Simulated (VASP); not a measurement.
The system is Bi.

```
CELL_PARAMETERS angstrom
2.26750 1.30914 3.93800
-2.26750 1.30914 3.93800
0.00000 -2.61828 3.93800
ATOMIC_POSITIONS crystal
Bi 0.76600 0.76600 0.76600
Bi 0.23400 0.23400 0.23400
```

- Program: VASP 6.6.1
- Task: relaxation of cell and atoms
- Functional: PBEsol
- Potentials or basis: VASP PAW PBE potentials, release 64 (Bi_d)
- Cutoff: 600 eV
- k mesh: 7 × 7 × 7
- Occupations: fermi-dirac, width 0.05 eV
- Spin: no spin polarisation

At the start: pressure -0.4 GPa; volume 35.07 Å³/atom.

Q: Where does the relaxation end?

A: Over 16 steps the energy falls by 3.4 meV/atom and the volume is 34.29 Å³/atom (-2.2 %); space group R-3m (No. 166, to 0.1 Å) before and after.

The path:
| step | energy change (eV) | largest force (eV/Å) | pressure (GPa) | volume (Å³) |
| --- | --- | --- | --- | --- |
| 1 | 0.0000 | 0.1348 | -0.37 | 70.14 |
| 2 | -0.0027 | 0.1364 | 0.08 | 69.32 |
| 3 | -0.0032 | 0.1363 | 0.37 | 68.80 |
| 4 | -0.0050 | 0.0853 | 0.22 | 68.79 |
| 5 | -0.0065 | 0.0115 | -0.05 | 68.75 |
| 6 | -0.0065 | 0.0165 | -0.04 | 68.75 |
| 7 | -0.0067 | 0.0125 | 0.00 | 68.68 |
| 8 | -0.0068 | 0.0092 | 0.03 | 68.61 |
| 9 | -0.0068 | 0.0008 | 0.09 | 68.48 |
| 10 | -0.0068 | 0.0008 | 0.04 | 68.53 |
| 11 | -0.0068 | 0.0038 | 0.04 | 68.52 |
| 12 | -0.0068 | 0.0027 | 0.06 | 68.50 |
| 13 | -0.0068 | 0.0003 | 0.08 | 68.51 |
| 14 | -0.0068 | 0.0005 | 0.08 | 68.51 |
| 15 | -0.0068 | 0.0099 | -0.05 | 68.65 |
| 16 | -0.0068 | 0.0043 | -0.01 | 68.58 |

Final structure:
```yaml
crystal:
  lattice:
    - [2.26700, 1.30885, 3.85231]
    - [-2.26700, 1.30885, 3.85231]
    - [0.00000, -2.61771, 3.85231]
  atoms:
    - { symbol: Bi, position: [0.76309, 0.76309, 0.76309] }
    - { symbol: Bi, position: [0.23691, 0.23691, 0.23691] }
```

Caveat: the PAW data sets were made with another functional, which shifts forces and pressure a little.
